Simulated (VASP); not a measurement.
# Bi (Pm-3m) in VASP: a series of runs

The runs below take Bi through single point, with PBEsol.

Everything below comes from runs of VASP 6.6.1. Logs are shortened: lines on timing, memory, paths and dates and some standing lists are left out, and cuts for length are marked.

**1. The cell of the first run**

The structure is cubic, space group Pm-3m (No. 221). Conventional cell: a = 2.375 Å, b = 2.375 Å, c = 2.375 Å, α = 90.00°, β = 90.00°, γ = 90.00°. Bi (site symmetry m-3m) has 6 Bi at 2.38 Å within 3.1 Å.

**2. Single point, PBEsol (volume scaled by 0.4)**

INCAR reads:

```
  PREC = Accurate
  ENCUT = 520
  EDIFF = 1E-7
  ISMEAR = -1
  SIGMA = 0.05
  LREAL = F
  LASPH = T
  NELM = 100
  ALGO = Normal
  ISIF = 2
  LWAVE = F
  LCHARG = F
  GGA = PS
  NBANDS = 14
```

KPOINTS reads:

```
Automatic mesh
0
Gamma
  12 12 12
```

POSCAR reads:

```
Bi
1.0
    2.3752765239      0.0000000000      0.0000000000
    0.0000000000      2.3752765239      0.0000000000
    0.0000000000      0.0000000000      2.3752765239
Bi
1
Direct
    0.0000000000      0.0000000000      0.0000000000
```

Potentials or basis: VASP PAW PBE potentials, release 64 (Bi_d).

On the command line:

```sh
$ cat potpaw_PBE.64/Bi_d/POTCAR > POTCAR
$ mpirun -np 1 vasp_std > vasp.out
```

OUTCAR:

```text
PREC = Accurate
   ENCUT = 520
   EDIFF = 1E-7
   ISMEAR = -1
   LREAL = F
   LASPH = T
   NELM = 100
   ISIF = 2
   GGA = PS

 ion  position               nearest neighbor table
   1  0.000  0.000  0.000-

  LATTYP: Found a simple cubic cell.
 ALAT       =     2.3752765239

  Lattice vectors:

 A1 = (   2.3752765239,   0.0000000000,   0.0000000000)
 A2 = (   0.0000000000,   2.3752765239,   0.0000000000)
 A3 = (   0.0000000000,   0.0000000000,   2.3752765239)

Analysis of symmetry for initial positions (statically):
=====================================================================
 Subroutine PRICEL returns:
 Original cell was already a primitive cell.

 Routine SETGRP: Setting up the symmetry group for a
 simple cubic supercell.

 Subroutine GETGRP returns: Found 48 space group operations
 (whereof 48 operations were pure point group operations)
 out of a pool of 48 trial point group operations.

The static configuration has the point symmetry O_h .

Analysis of symmetry for dynamics (positions and initial velocities):
=====================================================================
 Subroutine PRICEL returns:
 Original cell was already a primitive cell.

 Routine SETGRP: Setting up the symmetry group for a
 simple cubic supercell.

 Subroutine GETGRP returns: Found 48 space group operations
 (whereof 48 operations were pure point group operations)
 out of a pool of 48 trial point group operations.

The dynamic configuration has the point symmetry O_h .

 Subroutine INISYM returns: Found 48 space group operations
 (whereof 48 operations are pure point group operations),
 and found     1 'primitive' translations

----------------------------------------------------------------------------------------

                                     Primitive cell

  volume of cell :      13.4012

  direct lattice vectors                    reciprocal lattice vectors
     2.375276524  0.000000000  0.000000000     0.421003614  0.000000000  0.000000000
     0.000000000  2.375276524  0.000000000     0.000000000  0.421003614  0.000000000
     0.000000000  0.000000000  2.375276524     0.000000000  0.000000000  0.421003614

  length of vectors
     2.375276524  2.375276524  2.375276524     0.421003614  0.421003614  0.421003614

  position of ions in fractional coordinates (direct lattice)
     0.000000000  0.000000000  0.000000000

  ion indices of the primitive-cell ions
   primitive index   ion index
                 1           1

----------------------------------------------------------------------------------------

 KPOINTS: Automatic mesh

Automatic generation of k-mesh.
 Grid dimensions read from file:
 generate k-points for:   12   12   12

 Generating k-lattice:

  Cartesian coordinates                     Fractional coordinates (reciprocal lattice)
     0.035083634  0.000000000  0.000000000     0.083333333  0.000000000  0.000000000
     0.000000000  0.035083634  0.000000000     0.000000000  0.083333333  0.000000000
     0.000000000  0.000000000  0.035083634     0.000000000  0.000000000  0.083333333

  Length of vectors
     0.035083634  0.035083634  0.035083634

  Shift w.r.t. Gamma in fractional coordinates (k-lattice)
     0.000000000  0.000000000  0.000000000

 Subroutine IBZKPT returns following result:
 ===========================================

 Found     84 irreducible k-points:

 Following reciprocal coordinates:
            Coordinates               Weight
  0.000000  0.000000  0.000000      1.000000
  0.083333  0.000000  0.000000      6.000000
  0.166667  0.000000  0.000000      6.000000
  0.250000  0.000000  0.000000      6.000000
  0.333333  0.000000  0.000000      6.000000
  0.416667  0.000000  0.000000      6.000000
[... 16 lines left out ...]
  0.333333  0.333333  0.000000     12.000000
  0.416667  0.333333  0.000000     24.000000
 [... further k-points ...]
   k-points           NKPTS =     84   k-points in BZ     NKDIM =     84   number of bands    NBANDS=     14
   number of dos      NEDOS =    301   number of ions     NIONS =      1
   total plane-waves  NPLWV =   5832
   dimension x,y,z NGX =    18 NGY =   18 NGZ =   18
   dimension x,y,z NGXF=    36 NGYF=   36 NGZF=   36
   ions per type =               1
   NGX,Y,Z   is equivalent  to a cutoff of  12.60, 12.60, 12.60 a.u.
   NGXF,Y,Z  is equivalent  to a cutoff of  25.20, 25.20, 25.20 a.u.
 SYSTEM =  unknown system
   PREC   = accura    normal or accurate (medium, high low for compatibility)
   ISTART =      0    job   : 0-new  1-cont  2-samecut
   ICHARG =      2    charge: 1-file 2-atom 10-const
   ISPIN  =      1    spin polarized calculation?
   LNONCOLLINEAR =      F non collinear calculations
   LSORBIT =      F    spin-orbit coupling
   LASPH  =      T    aspherical Exc in radial PAW
   ENCUT  =  520.0 eV  38.22 Ry    6.18 a.u.   4.42  4.42  4.42*2*pi/ulx,y,z
   NELM   =    100;   NELMIN=  2; NELMDL= -5     # of ELM steps
   EDIFF  = 0.1E-06   stopping-criterion for ELM
   LREAL  =      F    real-space projection
   EDIFFG = 0.1E-05   stopping-criterion for IOM
   NSW    =      0    number of steps for IOM
   IBRION =     -1    ionic relax: 0-MD 1-quasi-New 2-CG
   NFREE  =      0    steps in history (QN), initial steepest desc. (CG)
   ISIF   =      2    stress and relaxation
   ISYM   =      2    0-nonsym 1-usesym 2-fastsym
   POTIM  = 0.5000    time-step for ionic-motion
   TEBEG  =    0.0;   TEEND  =   0.0 temperature during run
   PSTRESS=    0.0 pullay stress
   NELECT =      15.0000    total number of electrons
   NUPDOWN=      -1.0000    fix difference up-down
   EMIN   =  10.00;   EMAX   =-10.00  energy-range for DOS
   EFERMI =   0.00;   METHOD = LEGACY
   ISMEAR =    -1;   SIGMA  =   0.05  broadening in eV -4-tet -1-fermi 0-gaus
   EFERMI_NEDOS =   21; number of points for ismear=-14 and -15
   IALGO  =     38    algorithm
   IMIX   =      4    mixing-type and parameters
     AMIX     =   0.40;   BMIX     =  1.00
     AMIX_MAG =   1.60;   BMIX_MAG =  1.00
  volume/ion in A,a.u.               =      13.40        90.44
  Fermi-wavevector in a.u.,A,eV,Ry     =   1.699774  3.212106 39.310364  2.889230
  Thomas-Fermi vector in A             =   2.780030
   LORBIT       =      0    0 simple, 1 ext, 2 COOP (PROOUT), +10 PAW based schemes
   GGA     = PS    functional components
   LHFCALC =     F    Hartree Fock is set to
   AEXX    =    0.0000 exact exchange contribution
   IVDW    =     0    specifies the selected vdW correction
   LEPSILON=     F    determine dielectric tensor
   LRPA    =     F    only Hartree local field effects (RPA)
 non-spin polarized calculation
  energy-cutoff  :      520.00
  volume of cell :       13.40
 maximum number of plane-waves:       380
 NGX is ok and might be reduce to    18
   NGX =  9   NGY =  9   NGZ =  9

 number of electron      15.0000007 magnetization

 Free energy of the ion-electron system (eV)
  ---------------------------------------------------
  ext. energy  EPLUGINS =         0.00000000
  ---------------------------------------------------
  free energy    TOTEN  =         6.56579444 eV

  energy without entropy =        6.56848419  energy(sigma->0) =        6.56713932

 E-fermi :  24.9332     XC(G=0): -15.0446

 val. band max:       24.9114428781   @ k =   0.1667   0.1667   0.0833
 cond. band min:      24.9660669796   @ k =   0.5000   0.5000   0.3333
 fundamental gap:      0.0546241015
 Fermi energy:        24.9331937469

 k-point     1 :       0.0000    0.0000    0.0000
  band No.  band energies     occupation
      1      -4.4372      2.00000
      2      -4.4372      2.00000
      3      -0.1942      2.00000
      4      -0.1882      2.00000
      5      -0.1882      2.00000
      6      -0.1882      2.00000
      7      28.7001      0.00000
      8      28.7001      0.00000
      9      28.7001      0.00000
     10      36.4844      0.00000
     11      37.2108      0.00000
     12      37.2108      0.00000
     13      43.0862      0.00000
     14      43.0862      0.00000

 k-point     2 :       0.0833    0.0000    0.0000
  band No.  band energies     occupation
      1      -4.4174      2.00000
      2      -4.2746      2.00000
      3      -0.2812      2.00000
      4      -0.2812      2.00000
      5      -0.1805      2.00000
      6       0.0405      2.00000
      7      26.9356      0.00000
      8      29.0280      0.00000
      9      29.0280      0.00000
     10      36.5549      0.00000
     11      36.7675      0.00000
     12      38.8292      0.00000
     13      43.2464      0.00000
     14      43.2464      0.00000

 k-point     3 :       0.1667    0.0000    0.0000
  band No.  band energies     occupation
      1      -4.3633      2.00000
      2      -3.8581      2.00000
      3      -0.5297      2.00000
      4      -0.5297      2.00000
      5      -0.1595      2.00000
      6       0.7898      2.00000
      7      23.6232      2.00000
      8      29.9556      0.00000
      9      29.9556      0.00000
     10      35.1585      0.00000
     11      36.5723      0.00000
     12      42.5889      0.00000
     13      43.6465      0.00000
     14      43.6465      0.00000

 k-point     4 :       0.2500    0.0000    0.0000
  band No.  band energies     occupation
      1      -4.2884      2.00000
      2      -3.3567      2.00000
      3      -0.8562      2.00000
      4      -0.8562      2.00000
      5      -0.1306      2.00000
      6       2.1453      2.00000
      7      20.0671      2.00000
      8      31.3264      0.00000
      9      31.3264      0.00000
     10      33.7062      0.00000
     11      36.0144      0.00000
     12      43.9934      0.00000
     13      43.9934      0.00000
     14      45.0518      0.00000

 k-point     5 :       0.3333    0.0000    0.0000
  band No.  band energies     occupation
      1      -4.2125      2.00000
      2      -2.9249      2.00000
      3      -1.1691      2.00000
      4      -1.1691      2.00000
      5      -0.1016      2.00000
      6       4.1372      2.00000
      7      16.5232      2.00000
      8      32.5238      0.00000
      9      32.8958      0.00000
     10      32.8958      0.00000
     11      35.1040      0.00000
[... 276 lines left out ...]
 k-point    22 :       0.5000    0.2500    0.0000
  band No.  band energies     occupation
      1      -3.5052      2.00000
      2      -2.6170      2.00000
      3      -1.3762      2.00000
      4      -1.0487      2.00000
      5      -0.6997      2.00000
      6      10.3753      2.00000
      7      12.6493      2.00000
      8      26.5660      0.00000
      9      28.7147      0.00000
     10      34.0054      0.00000
     11      38.8908      0.00000
     12      39.9128      0.00000
     13      41.1093      0.00000
     14      45.5160      0.00000

 k-point    23 :       0.3333    0.3333    0.0000
  band No.  band energies     occupation
      1      -3.4613      2.00000
      2      -2.6892      2.00000
      3      -1.0603      2.00000
      4      -1.0184      2.00000
      5      -0.8372      2.00000
      6       7.6171      2.00000
      7      18.5968      2.00000
      8      21.4681      2.00000
      9      30.0507      0.00000
     10      35.6128      0.00000
     11      37.8121      0.00000
     12      38.0108      0.00000
     13      43.4202      0.00000
     14      47.5242      0.00000

 k-point    24 :       0.4167    0.3333    0.0000
  band No.  band energies     occupation
      1      -3.3664      2.00000
      2      -2.9953      2.00000
      3      -1.2528      2.00000
      4      -1.0067      2.00000
      5      -0.2739      2.00000
      6       9.7548      2.00000
      7      16.0963      2.00000
      8      22.1087      2.00000
      9      27.9278      0.00000
     10      35.1403      0.00000
     11      37.6542      0.00000
     12      39.4486      0.00000
     13      42.3887      0.00000
     14      47.0745      0.00000

 [... further k-points ...]
[... 5 lines left out ...]
  --------------------------------------------------------------------------------------
  -------------------------------------------------------------------------------------
  Total       34.0469842     34.0469842     34.0469842      0.0000000     -0.0000000      0.0000000
  in kB     4070.4900927   4070.4900927   4070.4900927      0.0000000     -0.0000000      0.0000000
  external PRESSURE =    4070.4900927 kB  Pullay stress =       0.0000000 kB

 VOLUME and BASIS-vectors are now :
 -----------------------------------------------------------------------------
  energy-cutoff  :      520.00
  volume of cell :       13.40
      direct lattice vectors                 reciprocal lattice vectors
     2.375276524  0.000000000  0.000000000     0.421003614  0.000000000  0.000000000
     0.000000000  2.375276524  0.000000000     0.000000000  0.421003614  0.000000000
     0.000000000  0.000000000  2.375276524     0.000000000  0.000000000  0.421003614

 POSITION                                       TOTAL-FORCE (eV/Angst)
 -----------------------------------------------------------------------------------
      0.00000      0.00000      0.00000         0.000000      0.000000      0.000000
 -----------------------------------------------------------------------------------
    total drift:                               -0.000000      0.000000      0.000000

  FREE ENERGIE OF THE ION-ELECTRON SYSTEM (eV)
  ---------------------------------------------------
  free  energy   TOTEN  =         6.5657944431 eV

  energy  without entropy=        6.5684841941  energy(sigma->0) =        6.56713932
```

Wall time 7.1 s (1 thread of Intel Xeon 6975P-C (Granite Rapids), shared host); peak memory 0.12 GiB.

Results:

```yaml
Free_energy: 6.5658 eV
Pressure: 407.0 GPa
```

Caveat: the PAW data sets were made with another functional, which shifts forces and pressure a little; spin-orbit coupling is left out, which moves the levels of the heavy elements.

(Part 1 of 2 ends here.)
